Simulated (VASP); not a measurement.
Write the native input for VASP 6.6.1 that does the following.

| Quantity | Value |
| --- | --- |
| Task | single point |
| Functional | r2SCAN |
| Potentials or basis | VASP PAW PBE potentials, release 64 (Al, P) |
| Cutoff | 550 eV |
| k mesh | 8 × 8 × 8 |
| Occupations | gaussian, width 0.02 eV |
| Spin | no spin polarisation |
| Dipole correction | no |
| Further INCAR settings | ALGO = Normal; EDIFF = 1e-06; NBANDS = 11 |

AlP:

```
Al P
1.0
     0.00000    2.77712    2.77712
     2.77712    0.00000    2.77712
     2.77712    2.77712    0.00000
Al P
1 1
Direct
  0.00000 0.00000 0.00000
  0.75000 0.75000 0.75000
```

This cell differs from its parent crystal: functional r2SCAN, strained.

The input as run:

POSCAR

```
AlP
1.0
    0.0000000000      2.7771209700      2.7771209700
    2.7771209700      0.0000000000      2.7771209700
    2.7771209700      2.7771209700      0.0000000000
Al P
1 1
Direct
    0.0000000000      0.0000000000      0.0000000000
    0.7500000000      0.7500000000      0.7500000000
```

INCAR.step1

```
SYSTEM = AlP
PREC     = Accurate       ! precision mode
ENCUT    = 550            ! plane-wave cutoff, eV
ISMEAR   = 0              ! smearing method
SIGMA    = 0.02           ! smearing width, eV
LREAL    = .FALSE.        ! projectors in reciprocal space
LASPH    = .TRUE.         ! aspherical terms in the spheres
NELM     = 120            ! most SCF steps
NBANDS   = 11             ! bands
GGA      = PE             ! functional
ALGO     = Normal         ! electronic algorithm
EDIFF    = 1E-5           ! SCF threshold, eV
LWAVE    = .TRUE.         ! write WAVECAR
LCHARG   = .FALSE.        ! write CHGCAR
GGA_COMPAT= .FALSE.
```

INCAR.step2

```
SYSTEM = AlP
PREC     = Accurate       ! precision mode
ENCUT    = 550            ! plane-wave cutoff, eV
EDIFF    = 1E-6           ! SCF threshold, eV
ISMEAR   = 0              ! smearing method
SIGMA    = 0.02           ! smearing width, eV
LREAL    = .FALSE.        ! projectors in reciprocal space
LASPH    = .TRUE.         ! aspherical terms in the spheres
NELM     = 120            ! most SCF steps
ALGO     = Normal         ! electronic algorithm
ISIF     = 2              ! what is computed and relaxed
LWAVE    = .FALSE.        ! write WAVECAR
LCHARG   = .FALSE.        ! write CHGCAR
METAGGA  = R2SCAN         ! meta-GGA
LMIXTAU  = .TRUE.       
NBANDS   = 11             ! bands
ISTART   = 1            
GGA_COMPAT= .FALSE.
```

KPOINTS

```
Automatic mesh
0
G
  8 8 8
  0 0 0
```

Potentials or basis: VASP PAW PBE potentials, release 64 (Al, P).

Launch:

```sh
$ cat potpaw_PBE.64/Al/POTCAR potpaw_PBE.64/P/POTCAR > POTCAR
$ cp INCAR.step1 INCAR
$ mpirun -np 1 vasp_std > vasp.out
$ cp INCAR.step2 INCAR
$ mpirun -np 1 vasp_std > vasp.out
```

Results of the run:

| Quantity | Value |
| --- | --- |
| Pressure | -3.7 GPa |
| Band gap on the k mesh | 2.00 eV, indirect (least direct gap 3.53 eV) |

Caveat: the cell differs from its parent crystal (functional r2SCAN, strained); the PAW data sets were made with another functional, which shifts forces and pressure a little.

It took 96 s on 1 thread of Intel Xeon 8259CL, with other jobs on the host, peak memory 0.17 GiB.
